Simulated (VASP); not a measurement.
# B (Fm-3m) in VASP: notebook

B is run at these levels: PBE; tasks: relaxation of cell and atoms.

Program: VASP 6.6.1. These are calculated values, not measurements. Logs are shortened: lines on timing, memory, paths and dates and some standing lists are left out, and cuts for length are marked.

**1. The cell of the first run**

It takes space group Fm-3m (No. 225, cubic). Conventional cell: a = 2.428 Å, b = 2.428 Å, c = 2.428 Å, α = 90.00°, β = 90.00°, γ = 90.00°. B (site symmetry m-3m) has 12 B at 1.72 Å within 2.3 Å.

This isn't the form of B at room conditions, which is rhombohedral.

**2. Relaxation of cell and atoms, PBE, target pressure 330 GPa, at which the enthalpy is minimised**

Input file INCAR:

```
SYSTEM = B
PREC = Accurate
ENCUT = 600
EDIFF = 1E-6
ISMEAR = -1
SIGMA = 0.1
LREAL = .FALSE.
LASPH = .TRUE.
NELM = 60
ALGO = Normal
ISIF = 3
LWAVE = .FALSE.
LCHARG = .FALSE.
GGA = PE
IBRION = 2
NSW = 60
EDIFFG = -0.005
PSTRESS = 3300.0
```

Input file KPOINTS:

```
regular mesh
0
G
  26 26 26
  0 0 0
```

Input file POSCAR:

```
B
1.0
    0.0000000000      1.2142157889      1.2142157889
    1.2142157889      0.0000000000      1.2142157889
    1.2142157889      1.2142157889      0.0000000000
B
1
Direct
    0.0000000000      0.0000000000      0.0000000000
```

Potentials or basis: VASP PAW PBE potentials, release 64 (B).

Started as:

```console
$ cat potpaw_PBE.64/B/POTCAR > POTCAR
$ mpirun -np 1 vasp_std > vasp.out
```

OUTCAR:

```text
SYSTEM = B
   PREC = Accurate
   ENCUT = 600
   EDIFF = 1E-6
   ISMEAR = -1
   LREAL = .FALSE.
   LASPH = .TRUE.
   NELM = 60
   ISIF = 3
   GGA = PE
   IBRION = 2
   NSW = 60
   EDIFFG = -0.005
   PSTRESS = 3300.0

 ion  position               nearest neighbor table
   1  0.000  0.000  0.000-

  LATTYP: Found a face centered cubic cell.
 ALAT       =     2.4284315778

  Lattice vectors:

 A1 = (   0.0000000000,   1.2142157889,   1.2142157889)
 A2 = (   1.2142157889,   0.0000000000,   1.2142157889)
 A3 = (   1.2142157889,   1.2142157889,   0.0000000000)

Analysis of symmetry for initial positions (statically):
=====================================================================
 Subroutine PRICEL returns:
 Original cell was already a primitive cell.

 Routine SETGRP: Setting up the symmetry group for a
 face centered cubic supercell.

 Subroutine GETGRP returns: Found 48 space group operations
 (whereof 48 operations were pure point group operations)
 out of a pool of 48 trial point group operations.

The static configuration has the point symmetry O_h .

Analysis of symmetry for dynamics (positions and initial velocities):
=====================================================================
 Subroutine PRICEL returns:
 Original cell was already a primitive cell.

 Routine SETGRP: Setting up the symmetry group for a
 face centered cubic supercell.

 Subroutine GETGRP returns: Found 48 space group operations
 (whereof 48 operations were pure point group operations)
 out of a pool of 48 trial point group operations.

The dynamic configuration has the point symmetry O_h .

 Subroutine INISYM returns: Found 48 space group operations
 (whereof 48 operations are pure point group operations),
 and found     1 'primitive' translations

----------------------------------------------------------------------------------------

                                     Primitive cell

  volume of cell :       3.5803

  direct lattice vectors                    reciprocal lattice vectors
     0.000000000  1.214215789  1.214215789    -0.411788419  0.411788419  0.411788419
     1.214215789  0.000000000  1.214215789     0.411788419 -0.411788419  0.411788419
     1.214215789  1.214215789  0.000000000     0.411788419  0.411788419 -0.411788419

  length of vectors
     1.717160436  1.717160436  1.717160436     0.713238464  0.713238464  0.713238464

  position of ions in fractional coordinates (direct lattice)
     0.000000000  0.000000000  0.000000000

  ion indices of the primitive-cell ions
   primitive index   ion index
                 1           1

----------------------------------------------------------------------------------------

 KPOINTS: regular mesh

Automatic generation of k-mesh.
 Grid dimensions read from file:
 generate k-points for:   26   26   26

 Generating k-lattice:

  Cartesian coordinates                     Fractional coordinates (reciprocal lattice)
    -0.015838016  0.015838016  0.015838016     0.038461538  0.000000000  0.000000000
     0.015838016 -0.015838016  0.015838016     0.000000000  0.038461538  0.000000000
     0.015838016  0.015838016 -0.015838016     0.000000000  0.000000000  0.038461538

  Length of vectors
     0.027432249  0.027432249  0.027432249

  Shift w.r.t. Gamma in fractional coordinates (k-lattice)
     0.000000000  0.000000000  0.000000000

 Subroutine IBZKPT returns following result:
 ===========================================

 Found    511 irreducible k-points:

 Following reciprocal coordinates:
            Coordinates               Weight
  0.000000  0.000000  0.000000      1.000000
  0.038462  0.000000  0.000000      8.000000
  0.076923  0.000000  0.000000      8.000000
  0.115385  0.000000  0.000000      8.000000
  0.153846  0.000000  0.000000      8.000000
  0.192308  0.000000  0.000000      8.000000
[... 16 lines left out ...]
  0.346154  0.038462  0.000000     24.000000
  0.384615  0.038462  0.000000     24.000000
 [... further k-points ...]
   k-points           NKPTS =    511   k-points in BZ     NKDIM =    511   number of bands    NBANDS=      5
   number of dos      NEDOS =    301   number of ions     NIONS =      1
   total plane-waves  NPLWV =   2744
   dimension x,y,z NGX =    14 NGY =   14 NGZ =   14
   dimension x,y,z NGXF=    28 NGYF=   28 NGZF=   28
   ions per type =               1
   NGX,Y,Z   is equivalent  to a cutoff of  13.55, 13.55, 13.55 a.u.
   NGXF,Y,Z  is equivalent  to a cutoff of  27.11, 27.11, 27.11 a.u.
 SYSTEM =  B
   PREC   = accura    normal or accurate (medium, high low for compatibility)
   ISTART =      0    job   : 0-new  1-cont  2-samecut
   ICHARG =      2    charge: 1-file 2-atom 10-const
   ISPIN  =      1    spin polarized calculation?
   LNONCOLLINEAR =      F non collinear calculations
   LSORBIT =      F    spin-orbit coupling
   LASPH  =      T    aspherical Exc in radial PAW
   ENCUT  =  600.0 eV  44.10 Ry    6.64 a.u.   3.43  3.43  3.43*2*pi/ulx,y,z
   NELM   =     60;   NELMIN=  2; NELMDL= -5     # of ELM steps
   EDIFF  = 0.1E-05   stopping-criterion for ELM
   LREAL  =      F    real-space projection
   EDIFFG = -.5E-02   stopping-criterion for IOM
   NSW    =     60    number of steps for IOM
   IBRION =      2    ionic relax: 0-MD 1-quasi-New 2-CG
   NFREE  =      1    steps in history (QN), initial steepest desc. (CG)
   ISIF   =      3    stress and relaxation
   ISYM   =      2    0-nonsym 1-usesym 2-fastsym
   POTIM  = 0.5000    time-step for ionic-motion
   TEBEG  =    0.0;   TEEND  =   0.0 temperature during run
   PSTRESS= 3300.0 pullay stress
   NELECT =       3.0000    total number of electrons
   NUPDOWN=      -1.0000    fix difference up-down
   EMIN   =  10.00;   EMAX   =-10.00  energy-range for DOS
   EFERMI =   0.00;   METHOD = LEGACY
   ISMEAR =    -1;   SIGMA  =   0.10  broadening in eV -4-tet -1-fermi 0-gaus
   EFERMI_NEDOS =   21; number of points for ismear=-14 and -15
   IALGO  =     38    algorithm
   IMIX   =      4    mixing-type and parameters
     AMIX     =   0.40;   BMIX     =  1.00
     AMIX_MAG =   1.60;   BMIX_MAG =  1.00
  volume/ion in A,a.u.               =       3.58        24.16
  Fermi-wavevector in a.u.,A,eV,Ry     =   1.543391  2.916587 32.409848  2.382057
  Thomas-Fermi vector in A             =   2.649061
   LORBIT       =      0    0 simple, 1 ext, 2 COOP (PROOUT), +10 PAW based schemes
   GGA     = PE    functional components
   LHFCALC =     F    Hartree Fock is set to
   AEXX    =    0.0000 exact exchange contribution
   IVDW    =     0    specifies the selected vdW correction
   LEPSILON=     F    determine dielectric tensor
   LRPA    =     F    only Hartree local field effects (RPA)
 conjugate gradient relaxation of ions
 non-spin polarized calculation
  energy-cutoff  :      600.00
  volume of cell :        3.58
 maximum number of plane-waves:       129
 NGX is ok and might be reduce to    14
   NGX =  7   NGY =  7   NGZ =  7

 number of electron       3.0000000 magnetization

 Free energy of the ion-electron system (eV)
  ---------------------------------------------------
  ext. energy  EPLUGINS =         0.00000000
  ---------------------------------------------------
  free energy    TOTEN  =        -3.72651042 eV

  energy without entropy =       -3.72157672  energy(sigma->0) =       -3.72404357

 E-fermi :  17.6183     XC(G=0): -15.2558

 val. band max:       17.5678355615   @ k =  -0.4231   0.3846   0.1538
 cond. band min:      17.6656458054   @ k =  -0.2692   0.2308   0.0769
 fundamental gap:      0.0978102439
 Fermi energy:        17.6183456000

 k-point     1 :       0.0000    0.0000    0.0000
  band No.  band energies     occupation
      1      -8.1410      2.00000
      2      42.4847      0.00000
      3      42.4847      0.00000
      4      42.4847      0.00000
      5      61.1550      0.00000

 k-point     2 :       0.0385    0.0000    0.0000
  band No.  band energies     occupation
      1      -8.0611      2.00000
      2      41.9205      0.00000
      3      42.3595      0.00000
      4      42.3595      0.00000
      5      59.8325      0.00000

 k-point     3 :       0.0769    0.0000    0.0000
  band No.  band energies     occupation
      1      -7.8215      2.00000
      2      40.2904      0.00000
      3      42.0105      0.00000
      4      42.0105      0.00000
      5      58.3491      0.00000

 k-point     4 :       0.1154    0.0000    0.0000
  band No.  band energies     occupation
      1      -7.4221      2.00000
      2      37.8143      0.00000
      3      41.5038      0.00000
      4      41.5038      0.00000
      5      57.6727      0.00000

 k-point     5 :       0.1538    0.0000    0.0000
  band No.  band energies     occupation
      1      -6.8632      2.00000
      2      34.8145      0.00000
      3      40.9147      0.00000
      4      40.9147      0.00000
      5      57.7167      0.00000

 k-point     6 :       0.1923    0.0000    0.0000
  band No.  band energies     occupation
      1      -6.1455      2.00000
      2      31.5714      0.00000
      3      40.3074      0.00000
      4      40.3074      0.00000
      5      58.2832      0.00000

 k-point     7 :       0.2308    0.0000    0.0000
  band No.  band energies     occupation
      1      -5.2715      2.00000
      2      28.2708      0.00000
      3      39.7286      0.00000
      4      39.7286      0.00000
      5      59.1966      0.00000

 k-point     8 :       0.2692    0.0000    0.0000
  band No.  band energies     occupation
      1      -4.2459      2.00000
      2      25.0287      0.00000
      3      39.2085      0.00000
      4      39.2085      0.00000
      5      60.2557      0.00000

 k-point     9 :       0.3077    0.0000    0.0000
  band No.  band energies     occupation
      1      -3.0786      2.00000
      2      21.9215      0.00000
      3      38.7643      0.00000
      4      38.7643      0.00000
      5      60.0416      0.00000

 k-point    10 :       0.3462    0.0000    0.0000
  band No.  band energies     occupation
      1      -1.7917      2.00000
      2      19.0098      0.00000
      3      38.4038      0.00000
      4      38.4038      0.00000
      5      58.7791      0.00000

 k-point    11 :       0.3846    0.0000    0.0000
  band No.  band energies     occupation
      1      -0.4291      2.00000
      2      16.3635      1.99999
      3      38.1285      0.00000
      4      38.1285      0.00000
      5      57.7451      0.00000

 k-point    12 :       0.4231    0.0000    0.0000
  band No.  band energies     occupation
      1       0.9109      2.00000
      2      14.0969      2.00000
      3      37.9357      0.00000
      4      37.9357      0.00000
      5      56.9799      0.00000

 k-point    13 :       0.4615    0.0000    0.0000
  band No.  band energies     occupation
      1       2.0076      2.00000
      2      12.4407      2.00000
      3      37.8224      0.00000
      4      37.8224      0.00000
      5      56.5134      0.00000

 k-point    14 :       0.5000    0.0000    0.0000
  band No.  band energies     occupation
      1       2.4628      2.00000
      2      11.7984      2.00000
      3      37.7850      0.00000
      4      37.7850      0.00000
      5      56.3564      0.00000

 k-point    15 :       0.0385    0.0385    0.0000
  band No.  band energies     occupation
      1      -8.0345      2.00000
      2      41.9530      0.00000
      3      41.9530      0.00000
      4      42.4946      0.00000
      5      58.9277      0.00000

 k-point    16 :       0.0769    0.0385    0.0000
  band No.  band energies     occupation
      1      -7.8480      2.00000
      2      40.8083      0.00000
      3      41.3640      0.00000
      4      42.4760      0.00000
      5      57.4866      0.00000

 k-point    17 :       0.1154    0.0385    0.0000
  band No.  band energies     occupation
      1      -7.5017      2.00000
      2      38.6535      0.00000
      3      40.6738      0.00000
      4      42.2744      0.00000
      5      56.7202      0.00000

 k-point    18 :       0.1538    0.0385    0.0000
  band No.  band energies     occupation
      1      -6.9956      2.00000
      2      35.8356      0.00000
      3      39.9569      0.00000
      4      41.8861      0.00000
      5      56.6770      0.00000

 k-point    19 :       0.1923    0.0385    0.0000
  band No.  band energies     occupation
      1      -6.3302      2.00000
      2      32.6722      0.00000
      3      39.2711      0.00000
      4      41.3776      0.00000
      5      57.1448      0.00000

 k-point    20 :       0.2308    0.0385    0.0000
  band No.  band energies     occupation
      1      -5.5073      2.00000
      2      29.3885      0.00000
      3      38.6567      0.00000
      4      40.8114      0.00000
      5      57.8112      0.00000

 k-point    21 :       0.2692    0.0385    0.0000
  band No.  band energies     occupation
      1      -4.5304      2.00000
      2      26.1252      0.00000
      3      38.1395      0.00000
      4      40.2333      0.00000
      5      57.9789      0.00000

 k-point    22 :       0.3077    0.0385    0.0000
  band No.  band energies     occupation
      1      -3.4077      2.00000
      2      22.9700      0.00000
      3      37.7346      0.00000
      4      39.6723      0.00000
      5      57.1618      0.00000

 k-point    23 :       0.3462    0.0385    0.0000
  band No.  band energies     occupation
      1      -2.1552      2.00000
      2      19.9881      0.00000
      3      37.4490      0.00000
      4      39.1456      0.00000
      5      56.1136      0.00000

 k-point    24 :       0.3846    0.0385    0.0000
  band No.  band energies     occupation
      1      -0.8077      2.00000
      2      17.2433      1.95408
      3      37.2837      0.00000
      4      38.6635      0.00000
      5      55.2229      0.00000

 [... further k-points ...]

------------------------ aborting loop because EDIFF is reached ----------------------------------------

  FORCE on cell =-STRESS in cart. coord.  units (eV):
  Direction    XX          YY          ZZ          XY          YZ          ZX
  --------------------------------------------------------------------------------------
  -------------------------------------------------------------------------------------
  Total        7.3699722      7.3699722      7.3699722      0.0000000      0.0000000      0.0000000
  in kB     3298.0619584   3298.0619584   3298.0619584      0.0000000      0.0000000      0.0000000
  external PRESSURE =      -1.9380416 kB  Pullay stress =    3300.0000000 kB

 VOLUME and BASIS-vectors are now :
 -----------------------------------------------------------------------------
  energy-cutoff  :      600.00
  volume of cell :        3.58
      direct lattice vectors                 reciprocal lattice vectors
     0.000000000  1.214215789  1.214215789    -0.411788419  0.411788419  0.411788419
     1.214215789  0.000000000  1.214215789     0.411788419 -0.411788419  0.411788419
     1.214215789  1.214215789  0.000000000     0.411788419  0.411788419 -0.411788419

 POSITION                                       TOTAL-FORCE (eV/Angst)
 -----------------------------------------------------------------------------------
      0.00000      0.00000      0.00000         0.000000     -0.000000      0.000000
 -----------------------------------------------------------------------------------
    total drift:                               -0.000000     -0.000000     -0.000000

  FREE ENERGIE OF THE ION-ELECTRON SYSTEM (eV)
  ---------------------------------------------------
  free  energy   TOTEN  =        -3.7265104203 eV

  energy  without entropy=       -3.7215767232  energy(sigma->0) =       -3.72404357

  enthalpy is  TOTEN    =         3.6477926229 eV   P V=        7.3743030432

 reached required accuracy - stopping structural energy minimisation
```

Run time: 14 s. Hardware: 1 thread of AMD EPYC 7R13, shared host; peak memory 0.08 GiB.

What came out:

```
Free energy             : -3.7265 eV
Pressure after relaxing : 329.8 GPa
Band gap on the k mesh  : zero (an odd number of electrons rules out a gap without spin polarisation)
```

Final structure:
```cif
data_structure
_symmetry_space_group_name_H-M 'P 1'
_symmetry_Int_Tables_number 1
_cell_length_a 1.7172
_cell_length_b 1.7172
_cell_length_c 1.7172
_cell_angle_alpha 60.000
_cell_angle_beta 60.000
_cell_angle_gamma 60.000
_cell_volume 3.58
loop_
_atom_site_label
_atom_site_type_symbol
_atom_site_fract_x
_atom_site_fract_y
_atom_site_fract_z
_atom_site_occupancy
B1 B 0.00000 0.00000 0.00000 1
```

Caveat: the relaxation stopped at its first step, so nothing moved; the cell is relaxed towards a set pressure, so the run minimises the enthalpy, not the energy.

(Part 1 of 2 ends here.)
